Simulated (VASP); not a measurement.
Crystal: Ni.

```
Ni
1.0
     0.00000    1.76194    1.76194
     1.76194    0.00000    1.76194
     1.76194    1.76194    0.00000
Ni
1
Direct
  0.00000 0.00000 0.00000
```

| Item | Value |
| --- | --- |
| Program | VASP 6.6.1 |
| Task | relaxation of cell and atoms |
| Functional | LDA |
| Potentials or basis | VASP PAW LDA potentials, release 64 (Ni) |
| Cutoff | 600 eV |
| k mesh | 8 × 8 × 8 |
| Occupations | fermi-dirac, width 0.1 eV |
| Spin | collinear spin, ferromagnetic start |
| Starting moments | [1.5] μB |

At the start: pressure -17.0 GPa; volume 10.94 Å³/atom.

Problem. Where does the relaxation end?

Solution. Over 4 steps the energy falls by 50.5 meV/atom and the volume is 10.06 Å³/atom (-8.0 %); space group Fm-3m (No. 225, to 0.1 Å) before and after; moment 0.68 μB per cell.

The path:
| step | energy change (eV) | largest force (eV/Å) | pressure (GPa) | volume (Å³) |
| --- | --- | --- | --- | --- |
| 1 | 0.0000 | 0.0000 | -17.00 | 10.94 |
| 2 | 0.0184 | 0.0000 | 28.08 | 9.20 |
| 3 | -0.0505 | 0.0000 | -0.35 | 10.08 |
| 4 | -0.0505 | 0.0000 | 0.07 | 10.06 |

Final structure:
```
Ni
1.0
     0.00000    1.71349    1.71349
     1.71349    0.00000    1.71349
     1.71349    1.71349    0.00000
Ni
1
Direct
  0.00000 0.00000 0.00000
```

Caveat: the k points lie up to 0.40 Å⁻¹ apart in the final cell.
